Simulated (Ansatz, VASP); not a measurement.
MgZn5S6: VASP beside Ansatz

File INCAR:

```
SYSTEM = MgZn5S6
  ALGO = Normal
  EDIFF = 1E-7
  ENCUT = 520
  GGA = PE
  ISIF = 2
  ISMEAR = 0
  LASPH = .TRUE.
  LCHARG = .FALSE.
  LREAL = .FALSE.
  LWAVE = .FALSE.
  NBANDS = 61
  NELM = 100
  PREC = Accurate
  SIGMA = 0.1
```

Contents of KPOINTS:

```
k-points
0
G
  3 3 4
  0 0 0
```

Contents of POSCAR:

```
MgZn5S6
1.0
    6.5699111300      0.0000000000      0.0000000000
   -3.2849555600      5.6897099400      0.0000000000
    0.0000000000      0.0000000000      6.2047870300
Mg Zn S
1 5 6
Direct
    0.0000000000      0.0000000000      0.5000000000
    0.3333333300      0.3333333300      0.0000000000
    0.0000000000      0.6666666700      0.0000000000
    0.6666666700      0.0000000000      0.0000000000
    0.6666666700      0.3333333300      0.5000000000
    0.3333333300      0.6666666700      0.5000000000
    0.3333333300      0.3333333300      0.3849999900
    0.0000000000      0.6666666700      0.3849999900
    0.6666666700      0.0000000000      0.3849999900
    0.6666666700      0.3333333300      0.8849999900
    0.3333333300      0.6666666700      0.8849999900
    0.0000000000      0.0000000000      0.8849999900
```

Input for Ansatz:

```yaml
crystal:
  lattice:
    - [6.56991113, 0.0, 0.0]
    - [-3.28495556, 5.68970994, 0.0]
    - [0.0, 0.0, 6.20478703]
  atoms:
    - { symbol: Mg, position: [0.0, 0.0, 0.5] }
    - { symbol: Zn, position: [0.33333333, 0.33333333, 0.0] }
    - { symbol: Zn, position: [0.0, 0.66666667, 0.0] }
    - { symbol: Zn, position: [0.66666667, 0.0, 0.0] }
    - { symbol: Zn, position: [0.66666667, 0.33333333, 0.5] }
    - { symbol: Zn, position: [0.33333333, 0.66666667, 0.5] }
    - { symbol: S, position: [0.33333333, 0.33333333, 0.38499999] }
    - { symbol: S, position: [0.0, 0.66666667, 0.38499999] }
    - { symbol: S, position: [0.66666667, 0.0, 0.38499999] }
    - { symbol: S, position: [0.66666667, 0.33333333, 0.88499999] }
    - { symbol: S, position: [0.33333333, 0.66666667, 0.88499999] }
    - { symbol: S, position: [0.0, 0.0, 0.88499999] }
basis:
  ecutwfc: 420
kpoints:
  mp_grid: { grid: [3, 3, 4] }
hamiltonian:
  xc: pbe
scf:
  occupations: { method: gaussian, width: 0.1 }
  lower_state_search: "off"
output:
  forces: true
  stress: true
  eigenvalues: true
```

Alike in both runs: task single point; functional PBE; k mesh 3 × 3 × 4; occupations gaussian, width 0.1 eV; no spin polarisation.

|  | VASP | Ansatz |
| --- | --- | --- |
| version | VASP 6.6.1 | Ansatz 0.2.0 |
| potentials or method | VASP PAW PBE potentials, release 64 (Mg, Zn, S), cutoff 520 eV | scalar-relativistic, plane waves, PAW |
| valence electrons in the cell | 98 | 106 |

Ansatz gave:

* gap on the k mesh at the Fermi level (eV): 2.58
* least direct gap on the mesh (eV): 2.58
* pressure (GPa): 5.4
* traceless stress, the component that is largest in VASP (GPa): -1.93
* rms of the force components (eV/Å): 0.337

Question: What did VASP give for the same quantities?

Answer: gap on the k mesh at the Fermi level (eV): 2.58; least direct gap on the mesh (eV): 2.58; pressure (GPa): 5.5; traceless stress, the component that is largest in VASP (GPa): -1.95; rms of the force components (eV/Å): 0.333.

Atom by atom the forces differ by 0.006 eV/Å (rms over components). VASP's potentials hold 98 valence electrons a cell and Ansatz's 106, so a difference there can come from the potentials and not from the codes.
